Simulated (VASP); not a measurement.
Here is a VASP 6.6.1 calculation.

POSCAR

```
Zr3SnO8
1.0
    3.4359306724     -3.4156115276      0.0000000000
    3.4359306724      3.4156115276      0.0000000000
    0.0000000000      0.0000000000      6.4894972886
Zr Sn O
3 1 8
Direct
    0.5000000000      0.5000000000      0.2487261498
    0.5000000000      0.5000000000      0.7512738502
    0.0000000000      0.0000000000      0.5000000000
    0.0000000000      0.0000000000      0.0000000000
    0.1937218192      0.1937218192      0.2463627013
    0.8062781808      0.8062781808      0.2463627013
    0.6973704742      0.3026295258      0.0000000000
    0.3026295258      0.6973704742      0.0000000000
    0.1937218192      0.1937218192      0.7536372987
    0.8062781808      0.8062781808      0.7536372987
    0.6937581415      0.3062418585      0.5000000000
    0.3062418585      0.6937581415      0.5000000000
```

The input INCAR.step1:

```
ALGO     = Normal         # electronic algorithm
EDIFF    = 1E-4           # SCF threshold, eV
ENCUT    = 520            # plane-wave cutoff, eV
GGA      = PE             # functional
ISMEAR   = -1             # smearing method
LASPH    = T              # aspherical terms in the spheres
LCHARG   = F              # write CHGCAR
LREAL    = F              # projectors in reciprocal space
LWAVE    = T              # write WAVECAR
NBANDS   = 61             # bands
NELM     = 60             # most SCF steps
PREC     = Accurate       # precision mode
SIGMA    = 0.02           # smearing width, eV
```

File INCAR.step2:

```
ALGO     = Normal         # electronic algorithm
EDIFF    = 1E-7           # SCF threshold, eV
ENCUT    = 520            # plane-wave cutoff, eV
ISIF     = 2              # what is computed and relaxed
ISMEAR   = -1             # smearing method
ISTART   = 1            
LASPH    = T              # aspherical terms in the spheres
LCHARG   = F              # write CHGCAR
LMIXTAU  = T            
LREAL    = F              # projectors in reciprocal space
LWAVE    = F              # write WAVECAR
METAGGA  = R2SCAN         # meta-GGA
NBANDS   = 61             # bands
NELM     = 60             # most SCF steps
PREC     = Accurate       # precision mode
SIGMA    = 0.02           # smearing width, eV
```

Contents of KPOINTS:

```
k-points
0
Gamma
  6 6 4
```

Potentials or basis: VASP PAW PBE potentials, release 64 (Zr_sv, Sn_d, O).

Run with:

```bash
$ cat potpaw_PBE.64/Zr_sv/POTCAR potpaw_PBE.64/Sn_d/POTCAR potpaw_PBE.64/O/POTCAR > POTCAR
$ cp INCAR.step1 INCAR
$ mpirun -np 1 vasp_std > vasp.out
$ cp INCAR.step2 INCAR
$ mpirun -np 1 vasp_std > vasp.out
```

(1) Predict the pressure.

(2) Estimate the band gap on the k mesh.

Answers

(1) 0.6 GPa.

(2) 3.32 eV.

Caveat: the PAW data sets were made with another functional, which shifts forces and pressure a little; spin-orbit coupling is left out, which moves the levels of the heavy elements.
